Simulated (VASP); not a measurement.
A run of VASP 6.6.1 is set up as follows.

POSCAR

```
Co2CuSe4
1.0
    0.0000000000      5.0501790000      5.0501790000
    5.0501790000      0.0000000000      5.0501790000
    5.0501790000      5.0501790000      0.0000000000
Cu Co Se
2 4 8
Direct
    0.1250000000      0.1250000000      0.1250000000
    0.8750000000      0.8750000000      0.8750000000
    0.5000000000      0.5000000000      0.5000000000
    0.0000000000      0.5000000000      0.5000000000
    0.5000000000      0.5000000000      0.0000000000
    0.5000000000      0.0000000000      0.5000000000
    0.2570000000      0.2570000000      0.2570000000
    0.2710000000      0.7430000000      0.7430000000
    0.2570000000      0.2570000000      0.7290000000
    0.7430000000      0.2710000000      0.7430000000
    0.7290000000      0.2570000000      0.2570000000
    0.7430000000      0.7430000000      0.7430000000
    0.2570000000      0.7290000000      0.2570000000
    0.7430000000      0.7430000000      0.2710000000
```

File INCAR.step1:

```
  ALGO = Normal
  EDIFF = 1E-4
  ENCUT = 520
  GGA = PE
  ISMEAR = -1
  LASPH = T
  LCHARG = F
  LREAL = F
  LWAVE = T
  NBANDS = 66
  NELM = 60
  PREC = Accurate
  SIGMA = 0.1
```

File INCAR.step2:

```
  ALGO = Normal
  EDIFF = 1E-7
  ENCUT = 520
  ISIF = 2
  ISMEAR = -1
  ISTART = 1
  LASPH = T
  LCHARG = T
  LELF = T
  LMIXTAU = T
  LREAL = F
  LVHAR = T
  LWAVE = F
  METAGGA = R2SCAN
  NBANDS = 66
  NELM = 60
  PREC = Accurate
  SIGMA = 0.1
```

The input KPOINTS:

```
k-points
0
Gamma
  6 6 6
```

Potentials or basis: VASP PAW PBE potentials, release 64 (Cu, Co, Se).

Launch:

```console
$ cat potpaw_PBE.64/Cu/POTCAR potpaw_PBE.64/Co/POTCAR potpaw_PBE.64/Se/POTCAR > POTCAR
$ cp INCAR.step1 INCAR
$ mpirun -np 1 vasp_std > vasp.out
$ cp INCAR.step2 INCAR
$ mpirun -np 1 vasp_std > vasp.out
```

Question: Predict the band gap on the k mesh.

Answer: Zero (bands 53 and 54 overlap by 0.75 eV).

Question: What does it give for the pressure?

Answer: -5.2 GPa.

Question: Estimate the largest force.

Answer: 1.557 eV/Å.

Forces in eV/Å, atoms in the order of the input:
```
Cu   0.000  0.000  0.000
Cu   0.000  0.000  0.000
Co   0.000  0.000  0.000
Co   0.000  0.000  0.000
Co   0.000  0.000  0.000
Co   0.000  0.000  0.000
Se   0.899  0.899  0.899
Se  -0.899  0.899  0.899
Se  -0.899 -0.899  0.899
Se   0.899 -0.899  0.899
Se   0.899 -0.899 -0.899
Se  -0.899 -0.899 -0.899
Se  -0.899  0.899 -0.899
Se   0.899  0.899 -0.899
```

Caveat: the cell stands under tension; the PAW data sets were made with another functional, which shifts forces and pressure a little; the run has no spin polarisation, though such a crystal can be magnetic. Spin polarisation is off, so any magnetic state and its effect on volume and gap are missing.
